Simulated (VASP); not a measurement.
Ru, 2 atoms in the cell. Symmetry: P6_3/mmc, No. 194, hexagonal system. The conventional cell has a = 2.720 Å, b = 2.720 Å, c = 4.297 Å, α = 90.00°, β = 90.00°, γ = 120.00°. Within 3.5 Å of Ru (site symmetry -6m2) lie 12 Ru at 2.66 to 2.72 Å. 

| Property | Result |
| --- | --- |
| Program | VASP 6.6.1 |
| Task | single point |
| Functional | PBE |
| Potentials or basis | VASP PAW PBE potentials, release 64 (Ru_pv) |
| Cutoff | 520 eV |
| k mesh | 18 × 18 × 10 |
| Occupations | gaussian, width 0.1 eV |
| Spin | no spin polarisation |
| Dipole correction | no |
| Further INCAR settings | ALGO = Fast; EDIFF = 1e-06; NBANDS = 21 |

Potentials or basis: VASP PAW PBE potentials, release 64 (Ru_pv).

Launch:

```console
$ cat potpaw_PBE.64/Ru_pv/POTCAR > POTCAR
$ mpirun -np 1 vasp_std > vasp.out
```

Hardware: 1 thread of AMD EPYC 7R13 Processor (Zen 3) (shared host).

How long does it take, and how much memory?

It took 63 s on 1 thread of AMD EPYC 7R13 Processor (Zen 3), on a shared host, peak memory 0.18 GiB. Counts: scf iterations 13, k points 222.
